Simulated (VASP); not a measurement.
Fe, 1 atom in the cell. Symmetry: Im-3m, No. 229, cubic system. Conventional cell: a = 2.899 Å, b = 2.899 Å, c = 2.899 Å, α = 90.00°, β = 90.00°, γ = 90.00°. Within 3.3 Å of Fe (site symmetry m-3m) lie 14 Fe at 2.51 to 2.90 Å. 

```yaml
Program: VASP 6.6.1
Task: single point
Functional: PBE
Potentials_or_basis: VASP PAW PBE potentials, release 64 (Fe)
Cutoff: 520 eV
k_mesh: 5 × 5 × 5
Occupations: gaussian, width 0.1 eV
Spin: non-collinear spin, typed start, spin-orbit coupling
Starting_moments: "[[0.0, 0.0, 2.2]] μB"
Dipole_correction: no
Further_INCAR_settings: ALGO = Normal; EDIFF = 1e-07; NBANDS = 19
```

Potentials or basis: VASP PAW PBE potentials, release 64 (Fe).

Launch:

```bash
$ cat potpaw_PBE.64/Fe/POTCAR > POTCAR
$ mpirun -np 1 vasp_ncl > vasp.out
```

Hardware: 1 thread of AMD EPYC 7R13, with other jobs on the host.

Question: How long does it take, and how much memory?

Answer: It took 86 s on 1 thread of AMD EPYC 7R13 (shared host), peak memory 0.13 GiB. Counts: scf iterations 53, k points 21.
